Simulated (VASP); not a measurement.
# In in VASP: further runs

The runs below take In through single point, with PBE.

Program: VASP 6.6.1. These are calculated values, not measurements. Logs are shortened: lines on timing, memory, paths and dates and some standing lists are left out, and cuts for length are marked.

**1. The cell of the first run**

The cell holds a slab with vacuum, 4 atoms: a = 3.335 Å, b = 3.335 Å, c = 23.264 Å, α = 90.00°, β = 90.00°, γ = 120.00°.

**2. Single point, PBE**

The input, INCAR:

```
ALGO = Normal
EDIFF = 1E-7
ENCUT = 520
GGA = PE
ISIF = 2
ISMEAR = -1
LASPH = T
LCHARG = T
LELF = T
LREAL = F
LVHAR = T
LWAVE = F
NBANDS = 34
NELM = 80
PREC = Accurate
SIGMA = 0.05
```

The input, KPOINTS:

```
k-points
0
Gamma
  9 9 1
```

The input, POSCAR:

```
In
1.0
    3.3354847820      0.0000000000      0.0000000000
   -1.6677423910      2.8886145552      0.0000000000
    0.0000000000      0.0000000000     23.2637143800
In
4
Direct
    0.6666666700      0.3333333400      0.3223904780
    0.3333333300      0.6666666600      0.4407968260
    0.6666666700      0.3333333400      0.5592031740
    0.3333333300      0.6666666600      0.6776095220
```

Potentials or basis: VASP PAW PBE potentials, release 64 (In_d).

On the command line:

```console
$ cat potpaw_PBE.64/In_d/POTCAR > POTCAR
$ mpirun -np 1 vasp_std > vasp.out
```

OUTCAR:

```text
EDIFF = 1E-7
   ENCUT = 520
   GGA = PE
   ISIF = 2
   ISMEAR = -1
   LASPH = T
   LREAL = F
   NELM = 80
   PREC = Accurate

 ion  position               nearest neighbor table
   1  0.667  0.333  0.322-   2 3.36   2 3.36   2 3.36
   2  0.333  0.667  0.441-   3 3.36   3 3.36   1 3.36   1 3.36   3 3.36   1 3.36
   3  0.667  0.333  0.559-   2 3.36   2 3.36   4 3.36   4 3.36   2 3.36   4 3.36
   4  0.333  0.667  0.678-   3 3.36   3 3.36   3 3.36

  LATTYP: Found a hexagonal cell.
 ALAT       =     3.3354847820
 C/A-ratio  =     6.9746126577

  Lattice vectors:

 A1 = (   3.3354847820,   0.0000000000,   0.0000000000)
 A2 = (  -1.6677423910,   2.8886145552,   0.0000000000)
 A3 = (   0.0000000000,   0.0000000000,  23.2637143800)

Analysis of symmetry for initial positions (statically):
=====================================================================
 Subroutine PRICEL returns:
 Original cell was already a primitive cell.

 Routine SETGRP: Setting up the symmetry group for a
 hexagonal supercell.

 Subroutine GETGRP returns: Found 12 space group operations
 (whereof 12 operations were pure point group operations)
 out of a pool of 24 trial point group operations.

The static configuration has the point symmetry D_3d.

Analysis of symmetry for dynamics (positions and initial velocities):
=====================================================================
 Subroutine PRICEL returns:
 Original cell was already a primitive cell.

 Routine SETGRP: Setting up the symmetry group for a
 hexagonal supercell.

 Subroutine GETGRP returns: Found 12 space group operations
 (whereof 12 operations were pure point group operations)
 out of a pool of 24 trial point group operations.

The dynamic configuration has the point symmetry D_3d.

 Subroutine INISYM returns: Found 12 space group operations
 (whereof 12 operations are pure point group operations),
 and found     1 'primitive' translations

----------------------------------------------------------------------------------------

                                     Primitive cell

  volume of cell :     224.1443

  direct lattice vectors                    reciprocal lattice vectors
     3.335484782  0.000000000  0.000000000     0.299806495  0.173093360  0.000000000
    -1.667742391  2.888614555  0.000000000     0.000000000  0.346186721  0.000000000
     0.000000000  0.000000000 23.263714380     0.000000000  0.000000000  0.042985397

  length of vectors
     3.335484782  3.335484782 23.263714380     0.346186721  0.346186721  0.042985397

  position of ions in fractional coordinates (direct lattice)
     0.666666670  0.333333340  0.322390478
     0.333333330  0.666666660  0.440796826
     0.666666670  0.333333340  0.559203174
     0.333333330  0.666666660  0.677609522

  ion indices of the primitive-cell ions
   primitive index   ion index
                 1           1
                 2           2
                 3           3
                 4           4

----------------------------------------------------------------------------------------

 KPOINTS: k-points

Automatic generation of k-mesh.
 Grid dimensions read from file:
 generate k-points for:    9    9    1

 Generating k-lattice:

  Cartesian coordinates                     Fractional coordinates (reciprocal lattice)
     0.033311833  0.019232596  0.000000000     0.111111111 -0.000000000  0.000000000
     0.000000000  0.038465191  0.000000000     0.000000000  0.111111111  0.000000000
     0.000000000  0.000000000  0.042985397     0.000000000  0.000000000  1.000000000

  Length of vectors
     0.038465191  0.038465191  0.042985397

  Shift w.r.t. Gamma in fractional coordinates (k-lattice)
     0.000000000  0.000000000  0.000000000

 Subroutine IBZKPT returns following result:
 ===========================================

 Found     12 irreducible k-points:

 Following reciprocal coordinates:
            Coordinates               Weight
  0.000000  0.000000  0.000000      1.000000
  0.111111 -0.000000  0.000000      6.000000
  0.222222 -0.000000  0.000000      6.000000
  0.333333 -0.000000  0.000000      6.000000
  0.444444 -0.000000  0.000000      6.000000
  0.111111  0.111111  0.000000      6.000000
  0.222222  0.111111  0.000000     12.000000
  0.333333  0.111111  0.000000     12.000000
  0.444444  0.111111  0.000000      6.000000
  0.222222  0.222222  0.000000      6.000000
  0.333333  0.222222  0.000000     12.000000
  0.333333  0.333333  0.000000      2.000000
   k-points           NKPTS =     12   k-points in BZ     NKDIM =     12   number of bands    NBANDS=     34
   number of dos      NEDOS =    301   number of ions     NIONS =      4
   total plane-waves  NPLWV = 141120
   dimension x,y,z NGX =    28 NGY =   28 NGZ =  180
   dimension x,y,z NGXF=    56 NGYF=   56 NGZF=  360
   ions per type =               4
   NGX,Y,Z   is equivalent  to a cutoff of  13.96, 13.96, 12.86 a.u.
   NGXF,Y,Z  is equivalent  to a cutoff of  27.91, 27.91, 25.73 a.u.
 SYSTEM =  unknown system
   PREC   = accura    normal or accurate (medium, high low for compatibility)
   ISTART =      0    job   : 0-new  1-cont  2-samecut
   ICHARG =      2    charge: 1-file 2-atom 10-const
   ISPIN  =      1    spin polarized calculation?
   LNONCOLLINEAR =      F non collinear calculations
   LSORBIT =      F    spin-orbit coupling
   LASPH  =      T    aspherical Exc in radial PAW
   ENCUT  =  520.0 eV  38.22 Ry    6.18 a.u.   6.20  6.20 43.26*2*pi/ulx,y,z
   NELM   =     80;   NELMIN=  2; NELMDL= -5     # of ELM steps
   EDIFF  = 0.1E-06   stopping-criterion for ELM
   LREAL  =      F    real-space projection
   EDIFFG = 0.1E-05   stopping-criterion for IOM
   NSW    =      0    number of steps for IOM
   IBRION =     -1    ionic relax: 0-MD 1-quasi-New 2-CG
   NFREE  =      0    steps in history (QN), initial steepest desc. (CG)
   ISIF   =      2    stress and relaxation
   ISYM   =      2    0-nonsym 1-usesym 2-fastsym
   POTIM  = 0.5000    time-step for ionic-motion
   TEBEG  =    0.0;   TEEND  =   0.0 temperature during run
   PSTRESS=    0.0 pullay stress
   NELECT =      52.0000    total number of electrons
   NUPDOWN=      -1.0000    fix difference up-down
   EMIN   =  10.00;   EMAX   =-10.00  energy-range for DOS
   EFERMI =   0.00;   METHOD = LEGACY
   ISMEAR =    -1;   SIGMA  =   0.05  broadening in eV -4-tet -1-fermi 0-gaus
   EFERMI_NEDOS =   21; number of points for ismear=-14 and -15
   IALGO  =     38    algorithm
   IMIX   =      4    mixing-type and parameters
     AMIX     =   0.40;   BMIX     =  1.00
     AMIX_MAG =   1.60;   BMIX_MAG =  1.00
  volume/ion in A,a.u.               =      56.04       378.15
  Fermi-wavevector in a.u.,A,eV,Ry     =   1.005928  1.900928 13.767605  1.011890
  Thomas-Fermi vector in A             =   2.138638
   LORBIT       =      0    0 simple, 1 ext, 2 COOP (PROOUT), +10 PAW based schemes
   GGA     = PE    functional components
   LHFCALC =     F    Hartree Fock is set to
   AEXX    =    0.0000 exact exchange contribution
   IVDW    =     0    specifies the selected vdW correction
   LEPSILON=     F    determine dielectric tensor
   LRPA    =     F    only Hartree local field effects (RPA)
 non-spin polarized calculation
  energy-cutoff  :      520.00
  volume of cell :      224.14
 maximum number of plane-waves:      6072
 NGX is ok and might be reduce to    28
   NGX = 13   NGY = 13   NGZ = 87

 number of electron      52.0000005 magnetization

 Free energy of the ion-electron system (eV)
  ---------------------------------------------------
  ext. energy  EPLUGINS =         0.00000000
  ---------------------------------------------------
  free energy    TOTEN  =        -9.87164510 eV

  energy without entropy =       -9.85561379  energy(sigma->0) =       -9.86362944

 E-fermi :   1.5653     XC(G=0):  -5.4925

 val. band max:        1.5516204538   @ k =   0.1111  -0.0000   0.0000
 cond. band min:       1.6751239838   @ k =   0.3333   0.2222   0.0000
 fundamental gap:      0.1235035299
 Fermi energy:         1.5653185358

 k-point     1 :       0.0000    0.0000    0.0000
  band No.  band energies     occupation
      1     -13.1684      2.00000
      2     -13.1603      2.00000
      3     -13.1352      2.00000
      4     -13.1162      2.00000
      5     -13.0918      2.00000
      6     -13.0918      2.00000
[... 26 lines left out ...]
     33       9.9146      0.00000
     34      10.1267      0.00000

 k-point     2 :       0.1111   -0.0000    0.0000
  band No.  band energies     occupation
      1     -13.1576      2.00000
      2     -13.1492      2.00000
      3     -13.1266      2.00000
      4     -13.1112      2.00000
      5     -13.0888      2.00000
      6     -13.0860      2.00000
[... 26 lines left out ...]
     33       8.4332      0.00000
     34       9.0427      0.00000

 k-point     3 :       0.2222   -0.0000    0.0000
  band No.  band energies     occupation
      1     -13.1902      2.00000
      2     -13.1669      2.00000
      3     -13.1337      2.00000
      4     -13.0975      2.00000
      5     -13.0922      2.00000
      6     -13.0717      2.00000
[... 26 lines left out ...]
     33       7.6134      0.00000
     34       7.6168      0.00000
[... 260 lines left out ...]
 k-point    11 :       0.3333    0.2222    0.0000
  band No.  band energies     occupation
      1     -13.1775      2.00000
      2     -13.1536      2.00000
      3     -13.1464      2.00000
      4     -13.1151      2.00000
      5     -13.0983      2.00000
      6     -13.0645      2.00000
[... 26 lines left out ...]
     33       5.0024      0.00000
     34       5.4674      0.00000

 k-point    12 :       0.3333    0.3333    0.0000
  band No.  band energies     occupation
      1     -13.1803      2.00000
      2     -13.1285      2.00000
      3     -13.1285      2.00000
      4     -13.0926      2.00000
      5     -13.0714      2.00000
      6     -13.0714      2.00000
[... 26 lines left out ...]
     33       4.9570      0.00000
     34       4.9570      0.00000

------------------------ aborting loop because EDIFF is reached ----------------------------------------

  FORCE on cell =-STRESS in cart. coord.  units (eV):
  Direction    XX          YY          ZZ          XY          YZ          ZX
  --------------------------------------------------------------------------------------
  -------------------------------------------------------------------------------------
  Total        0.0246032      0.0246032      0.6343715     -0.0000000      0.0000000      0.0000000
  in kB        0.1758632      0.1758632      4.5344708     -0.0000000      0.0000000      0.0000000
  external PRESSURE =       1.6287324 kB  Pullay stress =       0.0000000 kB

 VOLUME and BASIS-vectors are now :
 -----------------------------------------------------------------------------
  energy-cutoff  :      520.00
  volume of cell :      224.14
      direct lattice vectors                 reciprocal lattice vectors
     3.335484782  0.000000000  0.000000000     0.299806495  0.173093360  0.000000000
    -1.667742391  2.888614555  0.000000000     0.000000000  0.346186721  0.000000000
     0.000000000  0.000000000 23.263714380     0.000000000  0.000000000  0.042985397

 POSITION                                       TOTAL-FORCE (eV/Angst)
 -----------------------------------------------------------------------------------
      1.66774      0.96287      7.50000         0.000000     -0.000000     -0.113203
      0.00000      1.92574     10.25457         0.000000     -0.000000      0.095437
      1.66774      0.96287     13.00914        -0.000000      0.000000     -0.095437
      0.00000      1.92574     15.76371        -0.000000      0.000000      0.113203
 -----------------------------------------------------------------------------------
    total drift:                               -0.000000      0.000000     -0.000000

  FREE ENERGIE OF THE ION-ELECTRON SYSTEM (eV)
  ---------------------------------------------------
  free  energy   TOTEN  =        -9.8716450953 eV

  energy  without entropy=       -9.8556137882  energy(sigma->0) =       -9.86362944
```

Wall time 4.6 min (1 thread of Intel Xeon 8259CL, shared host); peak memory 0.39 GiB.

What came out:

| Property | Result |
| --- | --- |
| Free energy | -9.8716 eV |
| Largest force | 0.113 eV/Å |
| Band gap on the k mesh | zero (bands 26 and 27 overlap by 1.99 eV) |

Forces on the atoms (eV/Å):
```
In   0.000  0.000 -0.113
In   0.000  0.000  0.095
In   0.000  0.000 -0.095
In   0.000  0.000  0.113
```

Caveat: spin-orbit coupling is left out, which moves the levels of the heavy elements.

**3. Single point, PBE**

The input, INCAR:

```
SYSTEM = In
PREC = Accurate
ENCUT = 520
EDIFF = 1E-6
ISMEAR = -1
SIGMA = 0.05
LREAL = .FALSE.
LASPH = .TRUE.
NELM = 60
ALGO = Normal
ISIF = 2
LWAVE = .FALSE.
LCHARG = .FALSE.
GGA = PE
NBANDS = 34
```

The input, KPOINTS:

```
regular mesh
0
G
  9 9 1
  0 0 0
```

The input, POSCAR:

```
In
1.0
    3.3354847820      0.0000000000      0.0000000000
   -1.6677423910      2.8886145552      0.0000000000
    0.0000000000      0.0000000000     23.2637143800
In
4
Direct
    0.6666666667      0.3333333333      0.3171562661
    0.3333333333      0.6666666667      0.4395813604
    0.6666666667      0.3333333333      0.5604186396
    0.3333333333      0.6666666667      0.6828437339
```

Potentials or basis: VASP PAW PBE potentials, release 64 (In_d).

On the command line:

```console
$ cat potpaw_PBE.64/In_d/POTCAR > POTCAR
$ mpirun -np 1 vasp_std > vasp.out
```

Wall time 4.2 min (1 thread of Intel Xeon 8259CL, shared host); peak memory 0.39 GiB.

Results (log left out):

```
Free energy            : -9.8855 eV
Largest force          : 0.012 eV/Å
Band gap on the k mesh : zero (bands 26 and 27 overlap by 1.97 eV)
```

Forces on the atoms (eV/Å):
```
In   0.000  0.000  0.004
In   0.000  0.000 -0.012
In   0.000  0.000  0.012
In   0.000  0.000 -0.004
```

Levels at points of the mesh, in eV from the Fermi level:
```
           k point  band 23  band 24  band 25  band 26  band 27  band 28  band 29  band 30
(0.00, 0.00, 0.00)    -7.20    -5.69    -2.60    -0.46     1.86     3.37     3.59     5.20
```

Caveat: spin-orbit coupling is left out, which moves the levels of the heavy elements.
